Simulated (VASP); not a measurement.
Wanted: the native input for a VASP 6.6.1 run.

```
Task                   : single point
Functional             : PBE
Potentials or basis    : VASP PAW PBE potentials, release 64 (Ge_d)
Cutoff                 : 500 eV
k mesh                 : 10 × 10 × 10
Occupations            : gaussian, width 0.01 eV
Spin                   : no spin polarisation
Dipole correction      : no
Further INCAR settings : ALGO = Normal; EDIFF = 1e-06; NBANDS = 21
```

The structure of Ge lies in POSCAR:

```
Ge
1.0
    0.0000000000      2.9093124664      2.8601690740
    2.9093124664      0.0000000000      2.8601690740
    2.9093124664      2.9093124664      0.0000000000
Ge
2
Direct
    0.0000000000      0.0000000000      0.0000000000
    0.2500000000      0.2500000000      0.2500000000
```

These files were run (other wordings do the same):

INCAR

```
PREC     = Accurate       # precision mode
ENCUT    = 500            # plane-wave cutoff, eV
EDIFF    = 1E-6           # SCF threshold, eV
ISMEAR   = 0              # smearing method
SIGMA    = 0.01           # smearing width, eV
LREAL    = F              # projectors in reciprocal space
LASPH    = T              # aspherical terms in the spheres
NELM     = 120            # most SCF steps
ALGO     = Normal         # electronic algorithm
ISIF     = 2              # what is computed and relaxed
LWAVE    = F              # write WAVECAR
LCHARG   = F              # write CHGCAR
GGA      = PE             # functional
NBANDS   = 21             # bands
GGA_COMPAT= F
```

KPOINTS

```
regular mesh
0
Gamma
  10 10 10
```

Potentials or basis: VASP PAW PBE potentials, release 64 (Ge_d).

The run is started by

```console
$ cat potpaw_PBE.64/Ge_d/POTCAR > POTCAR
$ mpirun -np 1 vasp_std > vasp.out
```

Results of the run:

| Quantity | Value |
| --- | --- |
| Pressure | -0.9 GPa |
| Band gap on the k mesh | 0.03 eV, indirect (least direct gap 0.12 eV) |

It took 120 s on 1 thread of AMD EPYC 7R13, with other jobs on the host, peak memory 0.19 GiB.
